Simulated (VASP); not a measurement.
# BP (I-4m2) in VASP: a series of runs, part 2 of 2

VASP 6.6.1. Earlier steps stand in the parts before.

### Step 3. Dielectric tensor, r2SCAN (epitaxial xy strain +1.0%)

File INCAR:

```
SYSTEM = BP
PREC = Accurate
ENCUT = 520
EDIFF = 1E-8
ISMEAR = 0
SIGMA = 0.01
LREAL = .FALSE.
LASPH = .TRUE.
NELM = 100
ALGO = Normal
ISIF = 2
LWAVE = .FALSE.
LCHARG = .FALSE.
METAGGA = R2SCAN
LMIXTAU = .TRUE.
LCALCEPS = .TRUE.
```

File KPOINTS:

```
regular mesh
0
G
  8 8 8
  0 0 0
```

File POSCAR:

```
BP
1.0
    0.0000000000      2.2909988256      2.2590883222
    2.2909988256      0.0000000000      2.2590883222
    2.2909988256      2.2909988256      0.0000000000
B P
1 1
Direct
    0.0000000000      0.0000000000      0.0000000000
    0.2500000000      0.2500000000      0.2500000000
```

Potentials or basis: VASP PAW PBE potentials, release 64 (B, P).

On the command line:

```bash
> cat potpaw_PBE.64/B/POTCAR potpaw_PBE.64/P/POTCAR > POTCAR
> mpirun -np 1 vasp_std > vasp.out
```

OUTCAR:

```text
SYSTEM = BP
   PREC = Accurate
   ENCUT = 520
   EDIFF = 1E-8
   ISMEAR = 0
   LREAL = .FALSE.
   LASPH = .TRUE.
   NELM = 100
   ISIF = 2
   METAGGA = R2SCAN

 ion  position               nearest neighbor table
   1  0.000  0.000  0.000-   2 1.97   2 1.97   2 1.97   2 1.97
   2  0.250  0.250  0.250-   1 1.97   1 1.97   1 1.97   1 1.97

  LATTYP: Found a body centered tetragonal cell.
 ALAT       =     3.2399616105
 C/A-ratio  =     1.3945154874

  Lattice vectors:

 A1 = (   0.0000000000,  -2.2909988256,  -2.2590883222)
 A2 = (   0.0000000000,   2.2909988256,  -2.2590883222)
 A3 = (   2.2909988256,   0.0000000000,   2.2590883222)

Analysis of symmetry for initial positions (statically):
=====================================================================
 Subroutine PRICEL returns:
 Original cell was already a primitive cell.

 Routine SETGRP: Setting up the symmetry group for a
 body centered tetragonal supercell.

 Subroutine GETGRP returns: Found  8 space group operations
 (whereof  8 operations were pure point group operations)
 out of a pool of 16 trial point group operations.

The static configuration has the point symmetry D_2d.

Analysis of symmetry for dynamics (positions and initial velocities):
=====================================================================
 Subroutine PRICEL returns:
 Original cell was already a primitive cell.

 Routine SETGRP: Setting up the symmetry group for a
 body centered tetragonal supercell.

 Subroutine GETGRP returns: Found  8 space group operations
 (whereof  8 operations were pure point group operations)
 out of a pool of 16 trial point group operations.

The dynamic configuration has the point symmetry D_2d.

[... 410 lines left out ...]
      2       0.3666      2.00000
      3       4.7312      2.00000
      4       4.8744      2.00000
      5   10000.0000      0.00000
      6   10000.0000      0.00000
      7   10000.0000      0.00000
      8   10000.0000      0.00000

 [... further k-points ...]

------------------------ aborting loop because EDIFF is reached ----------------------------------------

            Ionic dipole moment: p[ion]=(     5.72750     5.72750     5.64772 ) |e| Angst

 Total electronic dipole moment: p[elc]=(     0.00128     0.00128     0.01110 ) |e| Angst

 MACROSCOPIC STATIC DIELECTRIC TENSOR (including local field effects)
 ------------------------------------------------------
           8.712757     0.000000     0.000000
           0.000000     8.712757     0.000000
           0.000000     0.000000     8.510797
 ------------------------------------------------------

 PIEZOELECTRIC TENSOR (including local field effects) (e Angst)
          XX          YY          ZZ          XY          YZ          ZX
  --------------------------------------------------------------------------------
  x     0.00000     0.00000     0.00000     0.00000     0.05605    -0.00000
  y     0.00000     0.00000     0.00000     0.00000     0.00000     0.05605
  z     0.00000     0.00000     0.00000     0.07087     0.00000     0.00000

 PIEZOELECTRIC TENSOR (including local field effects) (C/m^2)
          XX          YY          ZZ          XY          YZ          ZX
  --------------------------------------------------------------------------------
  x     0.00000     0.00000     0.00000     0.00000     0.03787    -0.00000
  y     0.00000     0.00000     0.00000     0.00000     0.00000     0.03787
  z     0.00000     0.00000     0.00000     0.04788     0.00000     0.00000

 BORN EFFECTIVE CHARGES (including local field effects) (in |e|, cummulative output)
 ---------------------------------------------------------------------------------
 ion    1
    1    -0.38279     0.00000     0.00000
    2     0.00000    -0.38279     0.00000
    3     0.00000     0.00000    -0.40225
 ion    2
    1     0.38279    -0.00000     0.00000
    2     0.00000     0.38279     0.00000
    3     0.00000     0.00000     0.40225

  FORCE on cell =-STRESS in cart. coord.  units (eV):
  Direction    XX          YY          ZZ          XY          YZ          ZX
  --------------------------------------------------------------------------------------
  -------------------------------------------------------------------------------------
  Total       -0.6504020     -0.6504020     -0.0702838      0.0000000     -0.0000000      0.0000000
  in kB      -43.9419677    -43.9419677     -4.7484631      0.0000000     -0.0000000      0.0000000
  external PRESSURE =     -30.8774662 kB  Pullay stress =       0.0000000 kB

 VOLUME and BASIS-vectors are now :
 -----------------------------------------------------------------------------
  energy-cutoff  :      520.00
  volume of cell :       23.71
      direct lattice vectors                 reciprocal lattice vectors
     0.000000000  2.290998826  2.259088322    -0.218245420  0.218245420  0.221328221
     2.290998826  0.000000000  2.259088322     0.218245420 -0.218245420  0.221328221
     2.290998826  2.290998826  0.000000000     0.218245420  0.218245420 -0.221328221

 POSITION                                       TOTAL-FORCE (eV/Angst)
 -----------------------------------------------------------------------------------
      0.00000      0.00000      0.00000        -0.000000     -0.000000     -0.000000
      1.14550      1.14550      1.12954         0.000000      0.000000      0.000000
 -----------------------------------------------------------------------------------
    total drift:                                0.000000      0.000000      0.000000

  FREE ENERGIE OF THE ION-ELECTRON SYSTEM (eV)
  ---------------------------------------------------
  free  energy   TOTEN  =       -17.3028928714 eV

  energy  without entropy=      -17.3028928714  energy(sigma->0) =      -17.30289287
```

stdout:

```text
POSCAR found type information on POSCAR B P
 POSCAR found :  2 types and       2 ions
 scaLAPACK will be used
 -----------------------------------------------------------------------------
|                                                                             |
[... 110 lines left out ...]
 p_tot=(  0.573E+01  0.574E+01  0.565E+01 )
dp_tot=(  0.673E-05  0.101E-01  0.657E-05 )  diag[e(oo)]=(    ---    8.73888    ---   )
 p_tot=(  0.573E+01  0.574E+01  0.565E+01 )
dp_tot=(  0.679E-05  0.102E-01  0.663E-05 )  diag[e(oo)]=(    ---    8.74673    ---   )
 p_tot=(  0.573E+01  0.574E+01  0.565E+01 )
dp_tot=(  0.683E-05  0.101E-01  0.667E-05 )  diag[e(oo)]=(    ---    8.73729    ---   )
 p_tot=(  0.573E+01  0.574E+01  0.565E+01 )
dp_tot=(  0.686E-05  0.101E-01  0.669E-05 )  diag[
```

Wall time 19 min (1 thread of AMD EPYC 9R45 (Zen 5), shared host); peak memory 0.29 GiB.

Results:

```
Band gap on the k mesh                  : 1.27 eV (least direct gap 3.47 eV)
Electronic dielectric tensor (diagonal) : 8.71, 8.71, 8.51
Born charges (mean of the diagonal)     : B -0.39; P +0.39 e
```

Electronic dielectric tensor:
```
8.71 0.00 0.00
0.00 8.71 0.00
0.00 0.00 8.51
```

Born effective charge tensors (e):
atom 1, B
```
-0.38  0.00  0.00
 0.00 -0.38  0.00
 0.00  0.00 -0.40
```
atom 2, P
```
0.38 0.00 0.00
0.00 0.38 0.00
0.00 0.00 0.40
```

Dipole moments of the cell (e·Å, modulo the quantum): ionic 5.728, 5.728, 5.648; electronic 0.001, 0.001, 0.011

Caveat: the cell differs from its parent crystal (epitaxial xy strain +1.0%); the PAW data sets were made with another functional, which shifts forces and pressure a little.
